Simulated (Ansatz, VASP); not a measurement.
Cd3Te2Se in VASP and in Ansatz

File INCAR:

```
ALGO = Normal
EDIFF = 1E-6
ENCUT = 520
GGA = PE
ISIF = 2
ISMEAR = 0
LASPH = True
LCHARG = False
LREAL = False
LWAVE = False
NBANDS = 66
NELM = 80
PREC = Accurate
SIGMA = 0.2
```

KPOINTS

```
k-points
0
Gamma
  6 4 2
```

File POSCAR:

```
Cd3Te2Se
1.0
    2.2913999152     -3.9688211314      0.0000000000
   -6.8741998457     -3.9688210736      0.0000000000
    0.0000000000      0.0000000000    -11.2191139000
Cd Te Se
6 4 2
Direct
    0.0000000000      0.0000000000      0.0005450000
    0.5000000000      0.5000000000      0.0005450000
    0.5000000000      0.8333333333      0.3461430000
    0.0000000000      0.3333333333      0.3461430000
    0.0000000000      0.6666666667      0.6538530000
    0.5000000000      0.1666666667      0.6538530000
    0.0000000000      0.0000000000      0.2548880000
    0.5000000000      0.5000000000      0.2548880000
    0.0000000000      0.6666666667      0.9092990000
    0.5000000000      0.1666666667      0.9092990000
    0.5000000000      0.8333333333      0.5852730000
    0.0000000000      0.3333333333      0.5852730000
```

Input for Ansatz:

```yaml
crystal:
  lattice:
    - [2.2913999152, -3.9688211314, 0.0]
    - [-6.8741998457, -3.9688210736, 0.0]
    - [0.0, 0.0, -11.2191139]
  atoms:
    - { symbol: Cd, position: [0.0, 0.0, 0.000545] }
    - { symbol: Cd, position: [0.5, 0.5, 0.000545] }
    - { symbol: Cd, position: [0.5, 0.8333333333, 0.346143] }
    - { symbol: Cd, position: [0.0, 0.3333333333, 0.346143] }
    - { symbol: Cd, position: [0.0, 0.6666666667, 0.653853] }
    - { symbol: Cd, position: [0.5, 0.1666666667, 0.653853] }
    - { symbol: Te, position: [0.0, 0.0, 0.254888] }
    - { symbol: Te, position: [0.5, 0.5, 0.254888] }
    - { symbol: Te, position: [0.0, 0.6666666667, 0.909299] }
    - { symbol: Te, position: [0.5, 0.1666666667, 0.909299] }
    - { symbol: Se, position: [0.5, 0.8333333333, 0.585273] }
    - { symbol: Se, position: [0.0, 0.3333333333, 0.585273] }
basis:
  ecutwfc: 420
kpoints:
  mp_grid: { grid: [6, 4, 2] }
hamiltonian:
  xc: pbe
scf:
  occupations: { method: gaussian, width: 0.2 }
  lower_state_search: "off"
output:
  forces: true
  stress: true
  eigenvalues: true
```

Alike in both runs: task single point; functional PBE; k mesh 6 × 4 × 2; occupations gaussian, width 0.2 eV; no spin polarisation.

|  | VASP | Ansatz |
| --- | --- | --- |
| version | VASP 6.6.1 | Ansatz 0.2.0 |
| potentials or method | VASP PAW PBE potentials, release 64 (Cd, Te, Se), cutoff 520 eV | scalar-relativistic, plane waves, PAW |
| valence electrons in the cell | 108 | 216 |

Ansatz gave:

| Item | Value |
| --- | --- |
| gap on the k mesh at the Fermi level (eV) | 0.25 |
| least direct gap on the mesh (eV) | 0.25 |
| pressure (GPa) | 0.0 |

Question: What did VASP give for the same quantities?

Answer: gap on the k mesh at the Fermi level (eV): 0.25; least direct gap on the mesh (eV): 0.25; pressure (GPa): 0.1.

VASP's potentials hold 108 valence electrons a cell and Ansatz's 216, so a difference there can come from the potentials and not from the codes.

Spin-orbit coupling is off throughout.
